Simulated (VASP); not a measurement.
Input of a VASP 6.6.1 run:

The input INCAR:

```
ALGO = Normal
EDIFF = 1E-6
EDIFFG = -0.002
ENCUT = 600
GGA = PS
IBRION = 2
ISIF = 3
ISMEAR = 0
LASPH = T
LCHARG = F
LREAL = F
LWAVE = F
NELM = 100
NSW = 100
PREC = Accurate
PSTRESS = -20.0
SIGMA = 0.01
```

File KPOINTS:

```
k-points
0
Gamma
  8 8 8
```

Contents of POSCAR:

```
NaF
1.0
    2.3150961496      2.3150961496      0.0000000000
   -2.3150961496      2.3150961496      0.0000000000
    0.0000000000      2.3150961496      2.3150961496
Na F
1 1
Direct
    0.0000000000      0.0000000000      0.0000000000
    0.5000000000      0.5000000000      0.0000000000
```

Potentials or basis: VASP PAW PBE potentials, release 64 (Na_pv, F).

Launch:

```console
$ cat potpaw_PBE.64/Na_pv/POTCAR potpaw_PBE.64/F/POTCAR > POTCAR
$ mpirun -np 1 vasp_std > vasp.out
```

**Question.** What does it give for the relaxed cell?

**Answer.** a = 3.322 Å, b = 3.322 Å, c = 3.322 Å, α = 60.00°, β = 60.00°, γ = 90.00°.

**Question.** Estimate the band gap on the k mesh.

**Answer.** 5.96 eV.

**Question.** Predict the relaxed volume.

**Answer.** 12.96 Å³/atom.

Final structure:
```yaml
crystal:
  lattice:
    - [2.34872, 2.34872, 0.00000]
    - [-2.34872, 2.34872, 0.00000]
    - [0.00000, 2.34872, 2.34872]
  atoms:
    - { symbol: Na, position: [0.00000, 0.00000, 0.00000] }
    - { symbol: F, position: [0.50000, 0.50000, 0.00000] }
```

Caveat: the cell is relaxed towards a set pressure, so the run minimises the enthalpy, not the energy; the PAW data sets were made with another functional, which shifts forces and pressure a little. Zero-point motion and thermal expansion aren't in these numbers.
